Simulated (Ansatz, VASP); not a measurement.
## Bi2Se3: VASP beside Ansatz

File INCAR:

```
PREC = Accurate
ENCUT = 520
EDIFF = 1E-6
ISMEAR = -1
SIGMA = 0.03
LREAL = False
LASPH = True
NELM = 60
ALGO = Normal
ISIF = 2
LWAVE = False
LCHARG = False
GGA = PE
NBANDS = 32
```

The input KPOINTS:

```
Automatic mesh
0
Gamma
  6 6 6
```

The input POSCAR:

```
Bi2Se3
1.0
    2.0093543179      1.1601012563      9.5453300000
   -2.0093543179      1.1601012563      9.5453300000
    0.0000000000     -2.3202025127      9.5453300000
Bi Se
2 3
Direct
    0.4008000000      0.4008000000      0.4008000000
    0.5992000000      0.5992000000      0.5992000000
    0.0000000000      0.0000000000      0.0000000000
    0.2117000000      0.2117000000      0.2117000000
    0.7883000000      0.7883000000      0.7883000000
```

Input for Ansatz:

```yaml
crystal:
  lattice:
    - [2.0093543179, 1.1601012563, 9.54533]
    - [-2.0093543179, 1.1601012563, 9.54533]
    - [0.0, -2.3202025127, 9.54533]
  atoms:
    - { symbol: Bi, position: [0.4008, 0.4008, 0.4008] }
    - { symbol: Bi, position: [0.5992, 0.5992, 0.5992] }
    - { symbol: Se, position: [0.0, 0.0, 0.0] }
    - { symbol: Se, position: [0.2117, 0.2117, 0.2117] }
    - { symbol: Se, position: [0.7883, 0.7883, 0.7883] }
kpoints:
  mp_grid: { grid: [6, 6, 6] }
  band_path:
    path:
      - [0.0, 0.0, 0.0]
      - [0.5, 0.5, 0.5]
      - [0.823486, 0.176514, 0.5]
      - [0.5, -0.176514, 0.176514]
      - [0.5, 0.0, 0.0]
      - [0.0, 0.0, 0.0]
      - [0.338257, -0.338257, 0.0]
      - [0.661743, 0.0, 0.338257]
      - [0.5, 0.0, 0.5]
    npoints: 5
scf:
  occupations: { method: fermi_dirac, width: 0.03 }
hamiltonian:
  xc: pbe
  pseudopotentials: { kind: all_electron, lapw: { basis_error: 0.0005 } }
output:
  forces: true
  stress: true
  eigenvalues: true
```

Change from the starting cell: equal xx and yy strain of -3 %.

Alike in both runs: task single point; functional PBE; k mesh 6 × 6 × 6; occupations fermi-dirac, width 0.03 eV; no spin polarisation.

```csv
,VASP,Ansatz
version,VASP 6.6.1,Ansatz 0.2.0
potentials or method,"VASP PAW PBE potentials, release 64 (Bi_d, Se), cutoff 520 eV","all-electron LAPW, scalar-relativistic"
```

VASP gave:

```
pressure (GPa)                                                : 7.3
traceless stress, the component that is largest in VASP (GPa) : -0.83
rms of the force components (eV/Å)                            : 0.288
```

Which values does Ansatz return?

Pressure (GPa): 7.2; traceless stress, the component that is largest in VASP (GPa): -0.84; rms of the force components (eV/Å): 0.280.

Atom by atom the forces differ by 0.008 eV/Å (rms over components). Ansatz ran all-electron here, and VASP with PAW potentials.

Neither program's run includes spin-orbit coupling.
